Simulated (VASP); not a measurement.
# In3P (I4/mmm) in VASP: a series of runs

In3P is run at these levels: PBE; tasks: single point.

Program: VASP 6.6.1. These are calculated values, not measurements. Logs are shortened: lines on timing, memory, paths and dates and some standing lists are left out, and cuts for length are marked.

### 1 The cell of the first run

It takes space group I4/mmm (No. 139, tetragonal). Conventional cell: a = 4.414 Å, b = 4.414 Å, c = 9.814 Å, α = 90.00°, β = 90.00°, γ = 90.00°. In (site symmetry 4/mmm) has 4 P at 3.12 Å and 8 In at 3.30 Å within 4.1 Å. Within 4.1 Å of In (site symmetry -4m2) lie 8 In at 3.12 to 3.30 Å and 4 P at 3.30 Å. P (site symmetry 4/mmm) has 12 In at 3.12 to 3.30 Å within 4.1 Å.

### 2 Single point, PBE

File INCAR:

```
SYSTEM = In3P
  PREC = Accurate
  ENCUT = 520
  EDIFF = 1E-6
  ISMEAR = 0
  SIGMA = 0.1
  LREAL = .False.
  LASPH = .True.
  NELM = 60
  ALGO = Normal
  ISIF = 2
  LWAVE = .False.
  LCHARG = .False.
  GGA = PE
  NBANDS = 30
```

File KPOINTS:

```
regular mesh
0
Gamma
  6 6 6
  0 0 0
```

File POSCAR:

```
In3P
1.0
   -2.2071674100      2.2071674100      4.9072297900
    2.2071674100     -2.2071674100      4.9072297900
    2.2071674100      2.2071674100     -4.9072297900
In P
3 1
Direct
    0.0000000000      0.0000000000      0.0000000000
    0.7500000000      0.2500000000      0.5000000000
    0.2500000000      0.7500000000      0.5000000000
    0.5000000000      0.5000000000      0.0000000000
```

Potentials or basis: VASP PAW PBE potentials, release 64 (In_d, P).

On the command line:

```console
> cat potpaw_PBE.64/In_d/POTCAR potpaw_PBE.64/P/POTCAR > POTCAR
> mpirun -np 1 vasp_std > vasp.out
```

OUTCAR:

```text
SYSTEM = In3P
   PREC = Accurate
   ENCUT = 520
   EDIFF = 1E-6
   ISMEAR = 0
   LREAL = .False.
   LASPH = .True.
   NELM = 60
   ISIF = 2
   GGA = PE

 ion  position               nearest neighbor table
   1  0.000  0.000  0.000-   4 3.12   4 3.12   4 3.12   4 3.12   2 3.30   2 3.30   3 3.30   3 3.30
                             3 3.30   2 3.30   3 3.30   2 3.30
   2  0.750  0.250  0.500-   3 3.12   3 3.12   3 3.12   3 3.12   4 3.30   4 3.30   1 3.30   1 3.30
                             4 3.30   1 3.30   4 3.30   1 3.30
   3  0.250  0.750  0.500-   2 3.12   2 3.12   2 3.12   2 3.12   1 3.30   1 3.30   4 3.30   4 3.30
                             4 3.30   1 3.30   4 3.30   1 3.30
   4  0.500  0.500  0.000-   1 3.12   1 3.12   1 3.12   1 3.12   3 3.30   3 3.30   2 3.30   2 3.30
                             3 3.30   2 3.30   3 3.30   2 3.30

  LATTYP: Found a body centered tetragonal cell.
 ALAT       =     4.4143348200
 C/A-ratio  =     2.2233156252

  Lattice vectors:

 A1 = (  -2.2071674100,   2.2071674100,   4.9072297900)
 A2 = (   2.2071674100,  -2.2071674100,   4.9072297900)
 A3 = (   2.2071674100,   2.2071674100,  -4.9072297900)

Analysis of symmetry for initial positions (statically):
=====================================================================
 Subroutine PRICEL returns:
 Original cell was already a primitive cell.

 Routine SETGRP: Setting up the symmetry group for a
 body centered tetragonal supercell.

 Subroutine GETGRP returns: Found 16 space group operations
 (whereof 16 operations were pure point group operations)
 out of a pool of 16 trial point group operations.

The static configuration has the point symmetry D_4h.

Analysis of symmetry for dynamics (positions and initial velocities):
=====================================================================
 Subroutine PRICEL returns:
 Original cell was already a primitive cell.

 Routine SETGRP: Setting up the symmetry group for a
 body centered tetragonal supercell.

 Subroutine GETGRP returns: Found 16 space group operations
 (whereof 16 operations were pure point group operations)
 out of a pool of 16 trial point group operations.

The dynamic configuration has the point symmetry D_4h.

 Subroutine INISYM returns: Found 16 space group operations
 (whereof 16 operations are pure point group operations),
 and found     1 'primitive' translations

----------------------------------------------------------------------------------------

                                     Primitive cell

  volume of cell :      95.6240

  direct lattice vectors                    reciprocal lattice vectors
    -2.207167410  2.207167410  4.907229790     0.000000000  0.226534697  0.101890480
     2.207167410 -2.207167410  4.907229790     0.226534697  0.000000000  0.101890480
     2.207167410  2.207167410 -4.907229790     0.226534697  0.226534697  0.000000000

  length of vectors
     5.815847330  5.815847330  5.815847330     0.248394120  0.248394120  0.320368441

  position of ions in fractional coordinates (direct lattice)
     0.000000000  0.000000000  0.000000000
     0.750000000  0.250000000  0.500000000
     0.250000000  0.750000000  0.500000000
     0.500000000  0.500000000  0.000000000

  ion indices of the primitive-cell ions
   primitive index   ion index
                 1           1
                 2           2
                 3           3
                 4           4

----------------------------------------------------------------------------------------

 KPOINTS: regular mesh

Automatic generation of k-mesh.
 Grid dimensions read from file:
 generate k-points for:    6    6    6

 Generating k-lattice:

  Cartesian coordinates                     Fractional coordinates (reciprocal lattice)
     0.000000000  0.037755783  0.016981747     0.166666667 -0.000000000  0.000000000
     0.037755783  0.000000000  0.016981747    -0.000000000  0.166666667  0.000000000
     0.037755783  0.037755783  0.000000000     0.000000000  0.000000000  0.166666667

  Length of vectors
     0.041399020  0.041399020  0.053394740

  Shift w.r.t. Gamma in fractional coordinates (k-lattice)
     0.000000000  0.000000000  0.000000000

 Subroutine IBZKPT returns following result:
 ===========================================

 Found     30 irreducible k-points:

 Following reciprocal coordinates:
            Coordinates               Weight
  0.000000  0.000000  0.000000      1.000000
  0.166667  0.000000  0.000000      8.000000
  0.333333 -0.000000  0.000000      8.000000
  0.500000 -0.000000  0.000000      4.000000
  0.166667  0.166667  0.000000      8.000000
  0.333333  0.166667  0.000000     16.000000
[... 16 lines left out ...]
 -0.333333 -0.333333  0.166667      8.000000
 -0.166667 -0.333333  0.166667      8.000000
 [... further k-points ...]
   k-points           NKPTS =     30   k-points in BZ     NKDIM =     30   number of bands    NBANDS=     30
   number of dos      NEDOS =    301   number of ions     NIONS =      4
   total plane-waves  NPLWV = 110592
   dimension x,y,z NGX =    48 NGY =   48 NGZ =   48
   dimension x,y,z NGXF=    96 NGYF=   96 NGZF=   96
   ions per type =               3   1
   NGX,Y,Z   is equivalent  to a cutoff of  13.72, 13.72, 13.72 a.u.
   NGXF,Y,Z  is equivalent  to a cutoff of  27.44, 27.44, 27.44 a.u.
 SYSTEM =  In3P
   PREC   = accura    normal or accurate (medium, high low for compatibility)
   ISTART =      0    job   : 0-new  1-cont  2-samecut
   ICHARG =      2    charge: 1-file 2-atom 10-const
   ISPIN  =      1    spin polarized calculation?
   LNONCOLLINEAR =      F non collinear calculations
   LSORBIT =      F    spin-orbit coupling
   LASPH  =      T    aspherical Exc in radial PAW
   ENCUT  =  520.0 eV  38.22 Ry    6.18 a.u.  10.81 10.81 10.81*2*pi/ulx,y,z
   NELM   =     60;   NELMIN=  2; NELMDL= -5     # of ELM steps
   EDIFF  = 0.1E-05   stopping-criterion for ELM
   LREAL  =      F    real-space projection
   EDIFFG = 0.1E-04   stopping-criterion for IOM
   NSW    =      0    number of steps for IOM
   IBRION =     -1    ionic relax: 0-MD 1-quasi-New 2-CG
   NFREE  =      0    steps in history (QN), initial steepest desc. (CG)
   ISIF   =      2    stress and relaxation
   ISYM   =      2    0-nonsym 1-usesym 2-fastsym
   POTIM  = 0.5000    time-step for ionic-motion
   TEBEG  =    0.0;   TEEND  =   0.0 temperature during run
   PSTRESS=    0.0 pullay stress
   NELECT =      44.0000    total number of electrons
   NUPDOWN=      -1.0000    fix difference up-down
   EMIN   =  10.00;   EMAX   =-10.00  energy-range for DOS
   EFERMI =   0.00;   METHOD = LEGACY
   ISMEAR =     0;   SIGMA  =   0.10  broadening in eV -4-tet -1-fermi 0-gaus
   EFERMI_NEDOS =   21; number of points for ismear=-14 and -15
   IALGO  =     38    algorithm
   IMIX   =      4    mixing-type and parameters
     AMIX     =   0.40;   BMIX     =  1.00
     AMIX_MAG =   1.60;   BMIX_MAG =  1.00
  volume/ion in A,a.u.               =      23.91       161.33
  Fermi-wavevector in a.u.,A,eV,Ry     =   1.263873  2.388374 21.733603  1.597375
  Thomas-Fermi vector in A             =   2.397207
   LORBIT       =      0    0 simple, 1 ext, 2 COOP (PROOUT), +10 PAW based schemes
   GGA     = PE    functional components
   LHFCALC =     F    Hartree Fock is set to
   AEXX    =    0.0000 exact exchange contribution
   IVDW    =     0    specifies the selected vdW correction
   LEPSILON=     F    determine dielectric tensor
   LRPA    =     F    only Hartree local field effects (RPA)
 non-spin polarized calculation
 Gauss-broadening in eV      SIGMA  =   0.10
  energy-cutoff  :      520.00
  volume of cell :       95.62
 maximum number of plane-waves:      2588
 NGX is ok and might be reduce to    48
   NGX = 21   NGY = 21   NGZ = 21

 number of electron      44.0000000 magnetization

 Free energy of the ion-electron system (eV)
  ---------------------------------------------------
  ext. energy  EPLUGINS =         0.00000000
  ---------------------------------------------------
  free energy    TOTEN  =       -12.17106383 eV

  energy without entropy =      -12.14836515  energy(sigma->0) =      -12.15971449

 E-fermi :   7.2951     XC(G=0): -10.3372

 val. band max:        7.2743905377   @ k =  -0.3333   0.3333   0.1667
 cond. band min:       7.3045354079   @ k =  -0.3333   0.5000   0.1667
 fundamental gap:      0.0301448702
 Fermi energy:         7.2950861197

 k-point     1 :       0.0000    0.0000    0.0000
  band No.  band energies     occupation
      1      -7.5646      2.00000
      2      -7.3889      2.00000
      3      -7.3638      2.00000
      4      -7.2395      2.00000
      5      -7.2395      2.00000
      6      -7.1949      2.00000
[... 22 lines left out ...]
     29      15.1897      0.00000
     30      15.2270      0.00000

 k-point     2 :       0.1667    0.0000    0.0000
  band No.  band energies     occupation
      1      -7.5187      2.00000
      2      -7.3723      2.00000
      3      -7.3301      2.00000
      4      -7.2628      2.00000
      5      -7.2581      2.00000
      6      -7.1738      2.00000
[... 22 lines left out ...]
     29      14.4139      0.00000
     30      15.6453      0.00000

 k-point     3 :       0.3333   -0.0000    0.0000
  band No.  band energies     occupation
      1      -7.3908      2.00000
      2      -7.3329      2.00000
      3      -7.2880      2.00000
      4      -7.2564      2.00000
      5      -7.2245      2.00000
      6      -7.1509      2.00000
[... 22 lines left out ...]
     29      13.3145      0.00000
     30      13.8005      0.00000

 k-point     4 :       0.5000   -0.0000    0.0000
  band No.  band energies     occupation
      1      -7.3039      2.00000
      2      -7.3023      2.00000
      3      -7.2092      2.00000
      4      -7.1956      2.00000
      5      -7.1775      2.00000
      6      -7.1693      2.00000
[... 22 lines left out ...]
     29      11.6484      0.00000
     30      13.1665      0.00000

 k-point     5 :       0.1667    0.1667    0.0000
  band No.  band energies     occupation
      1      -7.4916      2.00000
      2      -7.3724      2.00000
      3      -7.3015      2.00000
      4      -7.2745      2.00000
      5      -7.2669      2.00000
      6      -7.1738      2.00000
[... 22 lines left out ...]
     29      13.1449      0.00000
     30      14.7055      0.00000
[... 526 lines left out ...]
     29      12.4527      0.00000
     30      13.7914      0.00000

 k-point    22 :      -0.1667    0.5000    0.1667
  band No.  band energies     occupation
      1      -7.3943      2.00000
      2      -7.3468      2.00000
      3      -7.3168      2.00000
      4      -7.2794      2.00000
      5      -7.2212      2.00000
      6      -7.1832      2.00000
[... 22 lines left out ...]
     29      12.1300      0.00000
     30      12.1878      0.00000

 k-point    23 :      -0.3333   -0.3333    0.1667
  band No.  band energies     occupation
      1      -7.4881      2.00000
      2      -7.3974      2.00000
      3      -7.3462      2.00000
      4      -7.3162      2.00000
      5      -7.2564      2.00000
      6      -7.1694      2.00000
[... 22 lines left out ...]
     29      13.3710      0.00000
     30      14.1903      0.00000

 k-point    24 :      -0.1667   -0.3333    0.1667
  band No.  band energies     occupation
      1      -7.5154      2.00000
      2      -7.4077      2.00000
      3      -7.3309      2.00000
      4      -7.3237      2.00000
      5      -7.2967      2.00000
      6      -7.1481      2.00000
[... 22 lines left out ...]
     29      13.5668      0.00000
     30      14.3657      0.00000

 [... further k-points ...]
[... 5 lines left out ...]
  --------------------------------------------------------------------------------------
  -------------------------------------------------------------------------------------
  Total        0.7680278      0.7680278      0.3439361      0.0000000     -0.0000000      0.0000000
  in kB       12.8682817     12.8682817      5.7626391      0.0000000     -0.0000000      0.0000000
  external PRESSURE =      10.4997342 kB  Pullay stress =       0.0000000 kB

 VOLUME and BASIS-vectors are now :
 -----------------------------------------------------------------------------
  energy-cutoff  :      520.00
  volume of cell :       95.62
      direct lattice vectors                 reciprocal lattice vectors
    -2.207167410  2.207167410  4.907229790     0.000000000  0.226534697  0.101890480
     2.207167410 -2.207167410  4.907229790     0.226534697  0.000000000  0.101890480
     2.207167410  2.207167410 -4.907229790     0.226534697  0.226534697  0.000000000

 POSITION                                       TOTAL-FORCE (eV/Angst)
 -----------------------------------------------------------------------------------
      0.00000      0.00000      0.00000        -0.000000      0.000000      0.000000
      0.00000      2.20717      2.45361         0.000000     -0.000000     -0.000000
      2.20717      0.00000      2.45361        -0.000000      0.000000      0.000000
      0.00000      0.00000      4.90723        -0.000000      0.000000      0.000000
 -----------------------------------------------------------------------------------
    total drift:                                0.000000     -0.000000      0.000000

  FREE ENERGIE OF THE ION-ELECTRON SYSTEM (eV)
  ---------------------------------------------------
  free  energy   TOTEN  =       -12.1710638339 eV

  energy  without entropy=      -12.1483651477  energy(sigma->0) =      -12.15971449
```

Run time: 1.9 min. Hardware: 1 thread of Intel Xeon 6975P-C, shared host; peak memory 0.35 GiB.

Results:

| Item | Value |
| --- | --- |
| Free energy | -12.1711 eV |
| Pressure | 1.0 GPa |
| Band gap on the k mesh | zero (band 22 reaches 7.93 eV, above the bottom of band 23 at 5.83 eV) |

Stress tensor (GPa, compression positive):
```
1.29 0.00 0.00
0.00 1.29 0.00
0.00 0.00 0.58
```

Caveat: spin-orbit coupling is left out, which moves the levels of the heavy elements.

### 3 Single point, PBE

This run uses another cell than the first one, of 24.56 Å³/atom, 1.027 times its volume.

File INCAR:

```
PREC = Accurate
ENCUT = 520
EDIFF = 1E-6
ISMEAR = 0
SIGMA = 0.1
LREAL = False
LASPH = True
NELM = 60
ALGO = Normal
ISIF = 2
LWAVE = False
LCHARG = False
GGA = PE
NBANDS = 30
```

File KPOINTS:

```
Automatic mesh
0
Gamma
  14 14 14
```

File POSCAR:

```
In3P
1.0
   -2.3508597666      2.3508597666      4.4444969123
    2.3508597666     -2.3508597666      4.4444969123
    2.3508597666      2.3508597666     -4.4444969123
In P
3 1
Direct
    0.0000000000      0.0000000000      0.0000000000
    0.7500000000      0.2500000000      0.5000000000
    0.2500000000      0.7500000000      0.5000000000
    0.5000000000      0.5000000000      0.0000000000
```

Potentials or basis: VASP PAW PBE potentials, release 64 (In_d, P).

On the command line:

```console
> cat potpaw_PBE.64/In_d/POTCAR potpaw_PBE.64/P/POTCAR > POTCAR
> mpirun -np 1 vasp_std > vasp.out
```

Wall time 12 min (1 thread of Intel Xeon 6975P-C, shared host); peak memory 0.67 GiB.

Results (log left out):

```
Free energy            : -12.2233 eV
Pressure               : 0.0 GPa
Band gap on the k mesh : zero (band 22 reaches 7.92 eV, above the bottom of band 23 at 5.68 eV)
```

Levels at points of the mesh, in eV from the Fermi level:
| k point | band 18 | band 19 | band 20 | band 21 | band 22 | band 23 | band 24 | band 25 | band 26 | band 27 |
| --- | --- | --- | --- | --- | --- | --- | --- | --- | --- | --- |
| (0.00, 0.00, 0.00) | -2.74 | -1.81 | -1.81 | -1.29 | -1.25 | -0.14 | -0.14 | 0.30 | 1.17 | 3.00 |
| (0.50, 0.00, 0.00) | -5.02 | -3.68 | -1.62 | -0.79 | -0.76 | 0.17 | 0.82 | 3.00 | 3.30 | 4.14 |
| (0.50, 0.50, 0.00) | -5.26 | -4.25 | -4.06 | -3.89 | 0.40 | 0.64 | 1.22 | 2.19 | 3.85 | 5.61 |
| (0.50, 0.50, 0.50) | -4.66 | -3.16 | -3.16 | -2.18 | 0.81 | 2.22 | 2.22 | 4.76 | 4.86 | 5.71 |

Caveat: spin-orbit coupling is left out, which moves the levels of the heavy elements.
